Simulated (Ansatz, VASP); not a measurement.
**CsPbI2Br in VASP and in Ansatz**

```
Cs Pb I Br
1.0
     6.37530    0.00000    0.00000
     0.00000    6.37530    0.00000
     0.00000    0.00000    5.72373
Cs Pb I Br
1 1 2 1
Cartesian
  3.1876 3.1876 2.8619
  0.0000 0.0000 0.0000
  0.0000 3.1876 0.0000
  3.1876 0.0000 0.0000
  0.0000 0.0000 2.8619
```

Change from the starting cell: strain -0.0400 x Voigt [0, 0, 1, 0, 0, 0], atoms carried along.

Alike in both runs: task single point; functional LDA; k mesh 4 × 4 × 6; occupations gaussian, width 0.05 eV; no spin polarisation.

```csv
,VASP,Ansatz
version,VASP 6.6.1,Ansatz 0.2.0
potentials or method,"VASP PAW LDA potentials, release 64 (Cs_sv, Pb_d, I, Br), cutoff 520 eV","scalar-relativistic, plane waves, PAW"
valence electrons in the cell,44,64
```

|  | VASP | Ansatz | Ansatz less VASP |
| --- | --- | --- | --- |
| gap on the k mesh at the Fermi level (eV) | 1.09 | 1.12 | +0.028 |
| least direct gap on the mesh (eV) | 1.09 | 1.12 | +0.028 |
| pressure (GPa) | -1.0 | -1.0 | -0.03 |
| traceless stress, the component that is largest in VASP (GPa) | 0.94 | 0.92 | -0.019 |

LDA's correlation is that of Perdew and Zunger in VASP and of Perdew and Wang (1992) in Ansatz. VASP's potentials hold 44 valence electrons a cell and Ansatz's 64, so a difference there can come from the potentials and not from the codes.

Spin-orbit coupling is off throughout.
